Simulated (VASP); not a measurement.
# B2HRu3 in VASP: relaxation of cell and atoms with LDA

Aim: the relaxation of cell and atoms of B2HRu3 with LDA.

Everything below comes from runs of VASP 6.6.1. Logs are shortened: lines on timing, memory, paths and dates and some standing lists are left out, and cuts for length are marked.

**1. The cell of the first run**

The typed cell holds 6 atoms: a = 4.960 Å, b = 4.960 Å, c = 2.755 Å, α = 90.00°, β = 90.00°, γ = 120.00°.

**2. Relaxation of cell and atoms, LDA, non-collinear spin, typed start, spin-orbit coupling**

Input file INCAR:

```
ALGO     = Normal         # electronic algorithm
EDIFF    = 1E-7           # SCF threshold, eV
EDIFFG   = -0.03          # ionic threshold
ENCUT    = 500            # plane-wave cutoff, eV
GGA      = CA             # functional
GGA_COMPAT= F            
IBRION   = 2              # ionic algorithm
ISIF     = 3              # what is computed and relaxed
ISMEAR   = 0              # smearing method
KPAR     = 4            
LASPH    = T              # aspherical terms in the spheres
LCHARG   = F              # write CHGCAR
LMAXMIX  = 4              # l up to which the mixer works
LNONCOLLINEAR= T              # non-collinear magnetism
LORBIT   = 11             # projections on sites
LORBMOM  = T            
LREAL    = F              # projectors in reciprocal space
LSORBIT  = T              # spin-orbit coupling
LWAVE    = F              # write WAVECAR
MAGMOM   = 2 0 0 2 0 0 2 0 0 0 0 0 0 0 0 0 0 0 # initial moments
NELM     = 200            # most SCF steps
NELMIN   = 4            
NSW      = 100            # ionic steps
PREC     = Accurate       # precision mode
SIGMA    = 0.0218         # smearing width, eV
```

Input file KPOINTS:

```
k-points
0
Gamma
  4 4 7
```

Input file POSCAR:

```
B2HRu3
1.0
    4.9603336300      0.0000000000      0.0000000000
   -2.4801663100      4.2957757400      0.0000000000
    0.0000000000      0.0000000000      2.7547439900
Ru B H
3 2 1
Direct
    0.5000000000      0.0000000000      0.5000000000
    0.5000000000      0.5000000000      0.5000000000
    0.0000000000      0.5000000000      0.5000000000
    0.3333000000      0.6667000000      0.0000000000
    0.6666000000      0.3333000000      0.0000000000
    0.0000000000      0.0000000000      0.0000000000
```

Potentials or basis: VASP PAW LDA potentials, release 64 (Ru_pv, B, H).

The run is started by

```
$ cat potpaw_LDA.64/Ru_pv/POTCAR potpaw_LDA.64/B/POTCAR potpaw_LDA.64/H/POTCAR > POTCAR
$ mpirun -np 4 vasp_ncl > vasp.out
```

OUTCAR:

```text
EDIFF = 1E-7
   EDIFFG = -0.03
   ENCUT = 500
   GGA = CA
   IBRION = 2
   ISIF = 3
   ISMEAR = 0
   LASPH = T
   LNONCOLLINEAR = T
   LORBIT = 11
   LREAL = F
   LSORBIT = T
   NELM = 200
   NELMIN = 4
   NSW = 100
   PREC = Accurate

 ion  position               nearest neighbor table
   1  0.500  0.000  0.500-   5 1.99   5 1.99   4 1.99   4 1.99   2 2.48   2 2.48   3 2.48   3 2.48

   2  0.500  0.500  0.500-   5 1.99   5 1.99   4 1.99   4 1.99   3 2.48   3 2.48   1 2.48   1 2.48

   3  0.000  0.500  0.500-   4 1.99   4 1.99   5 1.99   5 1.99   2 2.48   2 2.48   1 2.48   1 2.48

   4  0.333  0.667  0.000-   3 1.99   3 1.99   1 1.99   1 1.99   2 1.99   2 1.99
   5  0.667  0.333  0.000-   2 1.99   2 1.99   1 1.99   1 1.99   3 1.99   3 1.99
   6  0.000  0.000  0.000-

  LATTYP: Found a hexagonal cell.
 ALAT       =     4.9603336300
 C/A-ratio  =     0.5553545780

  Lattice vectors:

 A1 = (   4.9603336300,   0.0000000000,   0.0000000000)
 A2 = (  -2.4801663100,   4.2957757400,   0.0000000000)
 A3 = (   0.0000000000,   0.0000000000,   2.7547439900)

Analysis of symmetry for initial positions (statically):
=====================================================================
 Subroutine PRICEL returns:
 Original cell was already a primitive cell.

 Routine SETGRP: Setting up the symmetry group for a
 hexagonal supercell.

 Subroutine GETGRP returns: Found  4 space group operations
 (whereof  4 operations were pure point group operations)
 out of a pool of 24 trial point group operations.

The static configuration has the point symmetry C_2v.

Analysis of symmetry for dynamics (positions and initial velocities):
=====================================================================
 Subroutine PRICEL returns:
 Original cell was already a primitive cell.

 Routine SETGRP: Setting up the symmetry group for a
 hexagonal supercell.

 Subroutine GETGRP returns: Found  4 space group operations
 (whereof  4 operations were pure point group operations)
 out of a pool of 24 trial point group operations.

The dynamic configuration has the point symmetry C_2v.

Analysis of structural, dynamic, and magnetic symmetry:
=====================================================================
 Subroutine PRICEL returns:
 Original cell was already a primitive cell.

 Routine SETGRP: Setting up the symmetry group for a
 hexagonal supercell.

 Subroutine GETGRP returns: Found  2 space group operations
 (whereof  2 operations were pure point group operations)
 out of a pool of 24 trial point group operations.

The overall configuration has the point symmetry C_2 .

 Subroutine INISYM returns: Found  2 space group operations
 (whereof  2 operations are pure point group operations),
 and found     1 'primitive' translations

----------------------------------------------------------------------------------------

                                     Primitive cell

  volume of cell :      58.6994

  direct lattice vectors                    reciprocal lattice vectors
     4.960333630  0.000000000  0.000000000     0.201599343  0.116393389  0.000000000
    -2.480166310  4.295775740  0.000000000     0.000000000  0.232786826  0.000000000
     0.000000000  0.000000000  2.754743990     0.000000000  0.000000000  0.363010139

  length of vectors
     4.960333630  4.960334075  2.754743990     0.232786847  0.232786826  0.363010139

  position of ions in fractional coordinates (direct lattice)
     0.500000000  0.000000000  0.500000000
     0.500000000  0.500000000  0.500000000
     0.000000000  0.500000000  0.500000000
     0.333300000  0.666700000  0.000000000
     0.666600000  0.333300000  0.000000000
     0.000000000  0.000000000  0.000000000

  ion indices of the primitive-cell ions
   primitive index   ion index
                 1           1
                 2           2
                 3           3
                 4           4
                 5           5
                 6           6

----------------------------------------------------------------------------------------

 KPOINTS: k-points

Automatic generation of k-mesh.
 Grid dimensions read from file:
 generate k-points for:    4    4    7

 Generating k-lattice:

  Cartesian coordinates                     Fractional coordinates (reciprocal lattice)
[... 1663 lines left out ...]
  FORCE on cell =-STRESS in cart. coord.  units (eV):
  Direction    XX          YY          ZZ          XY          YZ          ZX
  --------------------------------------------------------------------------------------
  -------------------------------------------------------------------------------------
  Total       26.2404681     26.2548419     21.2075428      0.0000031      0.0000006      0.0000000
  in kB      716.2232709    716.6155984    578.8515512      0.0000842      0.0000164      0.0000000
  external PRESSURE =     670.5634735 kB  Pullay stress =       0.0000000 kB
[... 109 lines left out ...]
  FREE ENERGIE OF THE ION-ELECTRON SYSTEM (eV)
  ---------------------------------------------------
  free  energy   TOTEN  =       -45.9552287714 eV

  energy  without entropy=      -45.9545663100  energy(sigma->0) =      -45.95489754

[... ionic steps 4 to 8 ...]

--------------------------------------- Ionic step        9  -------------------------------------------

 number of electron      48.9999971 magnetization       0.1855011      0.0000000      0.0000000

------------------------ aborting loop because EDIFF is reached ----------------------------------------
[... 79 lines left out ...]
 number of electron      48.9999965 magnetization       0.1865904      0.0000000     -0.0000000

 number of electron      48.9999965 magnetization       0.1861594      0.0000000      0.0000000

 Free energy of the ion-electron system (eV)
  ---------------------------------------------------
  ext. energy  EPLUGINS =         0.00000000
  ---------------------------------------------------
  free energy    TOTEN  =       -46.11003103 eV

  energy without entropy =      -46.10913292  energy(sigma->0) =      -46.10958198

 E-fermi :   7.1828     XC(G=0): -12.1024

 val. band max:        7.1720477963   @ k =   0.0000   0.5000   0.4286
 cond. band min:       7.1954956870   @ k =   0.0000   0.0000   0.1429
 fundamental gap:      0.0234478907
 Fermi energy:         7.1827992425

 k-point     1 :       0.0000    0.0000    0.0000
  band No.  band energies     occupation
      1     -37.4589      1.00000
      2     -37.4369      1.00000
      3     -37.3736      1.00000
      4     -37.3729      1.00000
      5     -37.2123      1.00000
      6     -37.1863      1.00000
[... 1525 lines left out ...]
     60      11.1195      0.00000
     61      12.4386      0.00000

 [... further k-points ...]

 [bands above 61 left out]

------------------------ aborting loop because EDIFF is reached ----------------------------------------

  FORCE on cell =-STRESS in cart. coord.  units (eV):
  Direction    XX          YY          ZZ          XY          YZ          ZX
  --------------------------------------------------------------------------------------
  -------------------------------------------------------------------------------------
  Total       -0.0133308     -0.0147662      0.0386459     -0.0000000      0.0000004      0.0000000
  in kB       -0.2967334     -0.3286835      0.8602272     -0.0000000      0.0000081      0.0000000
  external PRESSURE =       0.0782701 kB  Pullay stress =       0.0000000 kB
[... 21 lines left out ...]
  FREE ENERGIE OF THE ION-ELECTRON SYSTEM (eV)
  ---------------------------------------------------
  free  energy   TOTEN  =       -46.1100310338 eV

  energy  without entropy=      -46.1091329208  energy(sigma->0) =      -46.10958198

 reached required accuracy - stopping structural energy minimisation

 orbital moment (x)

 # of ion     p       d       tot
 ----------------------------------------
  1        -0.000   0.009   0.009
  2        -0.000   0.025   0.025
  3        -0.000   0.025   0.025
  4         0.000   0.000   0.000
  5         0.000   0.000   0.000
  6        -0.000   0.000  -0.000
 ----------------------------------------
            0.000   0.059   0.059

 orbital moment (y)

 # of ion     p       d       tot
 ----------------------------------------
  1         0.000  -0.000  -0.000
  2        -0.000  -0.009  -0.009
  3         0.000   0.009   0.009
  4         0.000   0.000   0.000
  5        -0.000   0.000  -0.000
  6         0.000   0.000   0.000
 ----------------------------------------
           -0.000  -0.000  -0.000

 orbital moment (z)

 # of ion     p       d       tot
 ----------------------------------------
  1         0.000  -0.000  -0.000
  2        -0.000   0.000   0.000
  3         0.000  -0.000  -0.000
  4        -0.000   0.000  -0.000
  5         0.000   0.000   0.000
  6        -0.000   0.000  -0.000
 ----------------------------------------
            0.000  -0.000  -0.000

 Spin-Orbit-Coupling matrix elements

 Ion:    1  E_soc:     -0.2823350
 l=   1
     0.0000000    -0.0380105    -0.0376319
    -0.0380105     0.0000000    -0.0378817
    -0.0376319    -0.0378817     0.0000000
 l=   2
     0.0000000    -0.0010023     0.0000000    -0.0017765    -0.0074277
    -0.0010023     0.0000000    -0.0031819    -0.0022447    -0.0016971
     0.0000000    -0.0031819     0.0000000    -0.0052412     0.0000000
    -0.0017765    -0.0022447    -0.0052412     0.0000000    -0.0050719
    -0.0074277    -0.0016971     0.0000000    -0.0050719     0.0000000
 l=   3
     0.0000000     0.0000000     0.0000000     0.0000000     0.0000000     0.0000000     0.0000000
     0.0000000     0.0000000     0.0000000     0.0000000     0.0000000     0.0000000     0.0000000
     0.0000000     0.0000000     0.0000000     0.0000000     0.0000000     0.0000000     0.0000000
     0.0000000     0.0000000     0.0000000     0.0000000     0.0000000     0.0000000     0.0000000
[... 89 lines left out ...]
 l=   2
     0.0000000     0.0000000     0.0000000     0.0000000     0.0000000
     0.0000000     0.0000000     0.0000000     0.0000000     0.0000000
     0.0000000     0.0000000     0.0000000     0.0000000     0.0000000
     0.0000000     0.0000000     0.0000000     0.0000000     0.0000000
     0.0000000     0.0000000     0.0000000     0.0000000     0.0000000
 l=   3
     0.0000000     0.0000000     0.0000000     0.0000000     0.0000000     0.0000000     0.0000000
     0.0000000     0.0000000     0.0000000     0.0000000     0.0000000     0.0000000     0.0000000
     0.0000000     0.0000000     0.0000000     0.0000000     0.0000000     0.0000000     0.0000000
     0.0000000     0.0000000     0.0000000     0.0000000     0.0000000     0.0000000     0.0000000
     0.0000000     0.0000000     0.0000000     0.0000000     0.0000000     0.0000000     0.0000000
     0.0000000     0.0000000     0.0000000     0.0000000     0.0000000     0.0000000     0.0000000
     0.0000000     0.0000000     0.0000000     0.0000000     0.0000000     0.0000000     0.0000000

 total charge

# of ion       s       p       d       tot
------------------------------------------
    1        0.379   6.319   6.111  12.809
    2        0.379   6.319   6.112  12.810
    3        0.379   6.319   6.112  12.810
    4        0.768   1.188   0.000   1.957
    5        0.768   1.188   0.000   1.957
    6        0.298   0.004   0.000   0.302
--------------------------------------------------
tot          2.971  21.337  18.335  42.643

 magnetization (x)

# of ion       s       p       d       tot
------------------------------------------
    1        0.003   0.000   0.135   0.138
    2        0.003   0.000   0.135   0.138
    3        0.003   0.000   0.135   0.138
    4       -0.004  -0.008   0.000  -0.012
    5       -0.004  -0.008   0.000  -0.012
    6       -0.102  -0.000   0.000  -0.102
--------------------------------------------------
tot         -0.101  -0.016   0.404   0.287

 magnetization (y)

# of ion       s       p       d       tot
------------------------------------------
    1        0.000   0.000   0.000   0.000
    2       -0.000  -0.000  -0.000  -0.001
    3        0.000   0.000   0.000   0.001
    4        0.000  -0.000   0.000  -0.000
    5       -0.000   0.000   0.000   0.000
    6       -0.000  -0.000   0.000  -0.000
--------------------------------------------------
tot         -0.000  -0.000   0.000   0.000

 magnetization (z)

# of ion       s       p       d       tot
------------------------------------------
    1        0.000   0.000   0.000   0.000
    2        0.000   0.000   0.000   0.000
    3       -0.000  -0.000  -0.000  -0.000
    4       -0.000  -0.000   0.000  -0.000
    5        0.000   0.000   0.000   0.000
    6       -0.000  -0.000   0.000  -0.000
--------------------------------------------------
tot         -0.000  -0.000   0.000   0.000
```

It took 18 min on 4 MPI ranks of Intel Xeon Platinum 8259CL at 2.50GHz (Skylake/Cascade Lake), shared host; peak memory 0.45 GiB.

Results:

| Quantity | Value |
| --- | --- |
| Free energy | -46.1100 eV |
| Relaxed volume | 12.00 Å³/atom |
| Relaxed cell | a = 5.460 Å, b = 5.461 Å, c = 2.787 Å, α = 90.00°, β = 90.00°, γ = 119.99° |
| Space group after relaxing (to 0.1 Å) | P6/mmm (No. 191) |
| Energy gained by relaxing | 404.4 meV/atom |
| Ionic steps | 11 |
| Pressure after relaxing | 0.0 GPa |
| Net moment | 0.19 μB per cell |
| Valence electrons inside the program's atomic spheres | Ru 12.81; B 1.96; H 0.30 |

Forces in eV/Å, atoms in the order of the input:
```
Ru   0.002  0.000  0.000
Ru   0.000  0.001  0.000
Ru   0.000 -0.001  0.000
B   -0.001  0.003  0.000
B   -0.001 -0.003  0.000
H   -0.001  0.000  0.000
```

Step by step:
```csv
step,energy change (eV),largest force (eV/Å),pressure (GPa),volume (Å³)
1,0.0000,0.0049,67.06,58.70
2,2.0382,0.0008,-34.50,100.77
3,-2.2713,0.0014,-4.48,72.92
4,-2.2868,0.0014,-1.52,71.91
5,-2.2877,0.0014,-0.60,71.61
6,-2.4024,0.0020,0.24,71.63
7,-2.4217,0.0044,1.51,71.59
8,-2.4248,0.0038,1.10,71.61
9,-2.4248,0.0038,1.15,71.61
10,-2.4237,0.0023,-1.49,72.49
11,-2.4261,0.0028,0.01,71.98
```

Final structure:
```yaml
crystal:
  lattice:
    - [5.45965, 0.00000, 0.00000]
    - [-2.72982, 4.73018, 0.00000]
    - [0.00000, 0.00000, 2.78714]
  atoms:
    - { symbol: Ru, position: [0.50004, 0.00000, 0.50000] }
    - { symbol: Ru, position: [0.50000, 0.50004, 0.50000] }
    - { symbol: Ru, position: [0.99996, 0.49996, 0.50000] }
    - { symbol: B, position: [0.33331, 0.66670, 0.00000] }
    - { symbol: B, position: [0.66660, 0.33330, 0.00000] }
    - { symbol: H, position: [0.99999, 0.00000, 0.00000] }
```

Moments on the atoms (μB; x, y, z):
```
Ru   0.14  0.00  0.00
Ru   0.14  0.00  0.00
Ru   0.14  0.00  0.00
B   -0.01  0.00  0.00
B   -0.01  0.00  0.00
H   -0.10  0.00  0.00
```

Caveat: the k points lie up to 0.33 Å⁻¹ apart in the final cell; the volume moved by over 15 % at a fixed basis, so the end points are rough.
